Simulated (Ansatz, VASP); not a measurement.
**Two plane-wave programs on AlNi**

```
CELL_PARAMETERS angstrom
1.93869 -1.95319 0.00000
1.93869 1.95319 0.00000
0.00000 0.00000 3.09943
ATOMIC_POSITIONS crystal
Al 0.00000 0.00000 0.00000
Ni 0.50000 0.50000 0.50000
```

Alike in both runs: task single point; functional r2SCAN; k mesh 16 × 16 × 14; occupations methfessel-paxton of order 1, width 0.5 eV; no spin polarisation.

```csv
,VASP,Ansatz
version,VASP 6.6.1,Ansatz 0.2.0
potentials or method,"VASP PAW PBE potentials, release 64 (Al, Ni), cutoff 520 eV","scalar-relativistic, plane waves, PAW"
valence electrons in the cell,13,21
```

VASP gave:

* gap on the k mesh at the Fermi level (eV): none
* pressure (GPa): 0.4
* traceless stress, the component that is largest in VASP (GPa): -4.52

Q: Which values does Ansatz return?

A: gap on the k mesh at the Fermi level (eV): none; pressure (GPa): 0.6; traceless stress, the component that is largest in VASP (GPa): -4.35.

VASP's potentials were made for PBE, not for r2SCAN. A gap of «none» marks a metal or a gap that the smearing closes. The functional is the same, so the differences come from potentials, cutoffs and numerics. VASP's potentials hold 13 valence electrons a cell and Ansatz's 21, so a difference there can come from the potentials and not from the codes.
